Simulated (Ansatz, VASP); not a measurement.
# BeSe5: VASP beside Ansatz

File INCAR:

```
SYSTEM = BeSe5
PREC = Accurate ; ENCUT = 600
EDIFF = 1E-7 ; ISMEAR = 0
SIGMA = 0.1 ; LREAL = .FALSE.
LASPH = .TRUE. ; NELM = 100
ALGO = Normal ; ISIF = 3
LWAVE = .FALSE. ; LCHARG = .FALSE.
GGA = PE ; IBRION = 2
NSW = 90 ; EDIFFG = -0.04
```

KPOINTS

```
Automatic mesh
0
G
  3 3 3
  0 0 0
```

File POSCAR:

```
BeSe5
1.0
    3.0146787200      1.7405255700      5.6772662000
   -3.0146787200      1.7405255700      5.6772662000
    0.0000000000     -3.4810511500      5.6772662000
Be Se
1 5
Direct
    0.5000000000      0.5000000000      0.5000000000
    0.6659068300      0.3340931700      0.0000000000
    0.1671338100      0.1671338100      0.1671338100
    0.0000000000      0.6659068300      0.3340931700
    0.3340931700      0.0000000000      0.6659068300
    0.8328661900      0.8328661900      0.8328661900
```

Input for Ansatz:

```yaml
crystal:
  lattice:
    - [3.01467872, 1.74052557, 5.6772662]
    - [-3.01467872, 1.74052557, 5.6772662]
    - [0.0, -3.48105115, 5.6772662]
  atoms:
    - { symbol: Be, position: [0.5, 0.5, 0.5] }
    - { symbol: Se, position: [0.66590683, 0.33409317, 0.0] }
    - { symbol: Se, position: [0.16713381, 0.16713381, 0.16713381] }
    - { symbol: Se, position: [0.0, 0.66590683, 0.33409317] }
    - { symbol: Se, position: [0.33409317, 0.0, 0.66590683] }
    - { symbol: Se, position: [0.83286619, 0.83286619, 0.83286619] }
basis:
  ecutwfc: 420
kpoints:
  mp_grid: { grid: [3, 3, 3] }
hamiltonian:
  xc: pbe
scf:
  occupations: { method: gaussian, width: 0.1 }
  lower_state_search: "off"
output:
  forces: true
  stress: true
  eigenvalues: true
relax:
  adjacent_minimum: "off"
  f_tol: 0.04
  max_steps: 70
  cell: { stress_tol: 0.4 }
```

Change from the starting cell: species swapped into the Mg5Sn type (R32, No. 155).

Alike in both runs: task relaxation of cell and atoms; functional PBE; k mesh 3 × 3 × 3; occupations gaussian, width 0.1 eV; no spin polarisation.

```csv
,VASP,Ansatz
version,VASP 6.6.1,Ansatz 0.2.0
potentials or method,"VASP PAW PBE potentials, release 64 (Be, Se), cutoff 600 eV","scalar-relativistic, plane waves, PAW"
valence electrons in the cell,32,82
```

```tsv
	VASP	Ansatz	Ansatz less VASP
gap on the k mesh at the Fermi level, each at its own relaxed structure (eV)	none	none	-
relaxed volume (Å³/atom)	21.07	20.94	-0.133
relaxed cell length with the largest relative difference (Å)	5.022	5.012	-0.0106
```

A gap of «none» marks a metal or a gap that the smearing closes. VASP's potentials hold 32 valence electrons a cell and Ansatz's 82, so a difference there can come from the potentials and not from the codes.

The k mesh is coarse, so the values compare programs but aren't converged. Noted on VASP's run: the volume moved by over 15 % at a fixed basis, so the end points are rough.
